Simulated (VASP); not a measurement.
Runs of VASP 6.6.1 on Si3N4. The structure is that of space group Pm-3m (No. 221), or close to it. The cells are those of the table. 

```csv
task,spin,cell,k mesh,cutoff (eV),gap on the mesh (eV),pressure (GPa),relaxed volume (Å³/atom)
single point,off,"a = 3.830 Å, 7 atoms",10 × 10 × 10,520,none,0.1,-
relaxation of cell and atoms,off,"relaxed from a = 3.824 Å, 7 atoms",10 × 10 × 10,600,none,0.0,(a)
single point,off,"a = 3.824 Å, 7 atoms",4 × 4 × 4,520,none,0.0,-
relaxation of cell and atoms,off,"relaxed from a = 4.125 Å, 7 atoms",4 × 4 × 4,600,none,0.0,7.98
single point,"collinear, ferromagnetic start","a = 3.824 Å, 7 atoms",4 × 4 × 4,520,none,0.0,-
```

Alike in all rows: level PBE; potentials or basis VASP PAW PBE potentials, release 64 (Si, N); smearing gaussian 0.1 eV.

Fill in the values left out.

(a) 8.02.

Caveats: some runs use coarse meshes; the volume moved by over 15 % at a fixed basis, so the end points are rough (some runs).

A gap of «none» marks levels without a gap at the run's occupations.
